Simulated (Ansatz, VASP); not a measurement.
## Ag in VASP and in Ansatz

```
Ag
1.0
     2.93000   -0.05860   -0.05860
    -1.51575    2.56675   -0.02145
    -0.09580   -0.09580    4.79000
Ag
2
Direct
  0.33333 0.66667 0.25000
  0.66667 0.33333 0.75000
```

Change from the starting cell: equal xy, yz and zx shear strains of -4 %.

Alike in both runs: task single point; functional PBE; k mesh 13 × 13 × 7; occupations fermi-dirac, width 0.03 eV; no spin polarisation.

```csv
,VASP,Ansatz
version,VASP 6.6.1,Ansatz 0.2.0
potentials or method,"VASP PAW PBE potentials, release 64 (Ag), cutoff 520 eV","all-electron LAPW, scalar-relativistic"
```

|  | VASP | Ansatz | Ansatz less VASP |
| --- | --- | --- | --- |
| pressure (GPa) | 0.5 | 0.6 | +0.11 |
| traceless stress, the component that is largest in VASP (GPa) | 1.29 | 1.32 | +0.024 |
| rms of the force components (eV/Å) | 0.044 | 0.044 | +0.0003 |

Atom by atom the forces differ by 0.000 eV/Å (rms over components). Ansatz ran all-electron here, and VASP with PAW potentials.
